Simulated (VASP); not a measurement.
The system is Ge.

```xyz
4
Lattice="4.0584 0.0000 0.0000 -2.0292 3.5147 0.0000 0.0000 0.0000 6.6930" Properties=species:S:1:pos:R:3 pbc="T T T"
Ge    0.0000    2.3431    0.0021
Ge    2.0292    1.1716    3.3486
Ge    0.0000    2.3431    2.5077
Ge    2.0292    1.1716    5.8542
```

| Property | Result |
| --- | --- |
| Program | VASP 6.6.1 |
| Task | relaxation of cell and atoms |
| Functional | PBEsol |
| Potentials or basis | VASP PAW PBE potentials, release 64 (Ge_d) |
| Cutoff | 600 eV |
| k mesh | 6 × 6 × 4 |
| Occupations | fermi-dirac, width 0.02 eV |
| Spin | no spin polarisation |

At the start: pressure -2.7 GPa; volume 23.87 Å³/atom.

**Question.** Where does the relaxation end?

**Answer.** Over 13 steps the energy falls by 9.0 meV/atom and the volume is 22.84 Å³/atom (-4.3 %); space group P6_3/mmc (No. 194, to 0.05 Å).

Step by step:
| step | energy change (eV) | largest force (eV/Å) | pressure (GPa) | volume (Å³) |
| --- | --- | --- | --- | --- |
| 1 | 0.0000 | 0.0097 | -2.69 | 95.47 |
| 2 | -0.0325 | 0.0231 | 0.90 | 90.04 |
| 3 | -0.0359 | 0.0089 | 0.12 | 91.30 |
| 4 | -0.0359 | 0.0067 | -0.10 | 91.46 |
| 5 | -0.0359 | 0.0067 | 0.01 | 91.38 |
| 6 | -0.0359 | 0.0066 | -0.06 | 91.39 |
| 7 | -0.0359 | 0.0068 | -0.07 | 91.39 |
| 8 | -0.0359 | 0.0065 | -0.01 | 91.37 |
| 9 | -0.0359 | 0.0059 | -0.01 | 91.36 |
| 10 | -0.0359 | 0.0049 | 0.05 | 91.35 |
| 11 | -0.0359 | 0.0070 | -0.09 | 91.36 |
| 12 | -0.0359 | 0.0053 | -0.01 | 91.35 |
| 13 | -0.0359 | 0.0032 | 0.00 | 91.35 |

Final structure:
```yaml
crystal:
  lattice:
    - [4.00488, 0.00000, 0.00000]
    - [-2.00244, 3.46832, 0.00000]
    - [0.00000, 0.00000, 6.57651]
  atoms:
    - { symbol: Ge, position: [0.33333, 0.66667, 0.00013] }
    - { symbol: Ge, position: [0.66667, 0.33333, 0.50013] }
    - { symbol: Ge, position: [0.33333, 0.66667, 0.37487] }
    - { symbol: Ge, position: [0.66667, 0.33333, 0.87487] }
```

Caveat: the PAW data sets were made with another functional, which shifts forces and pressure a little.
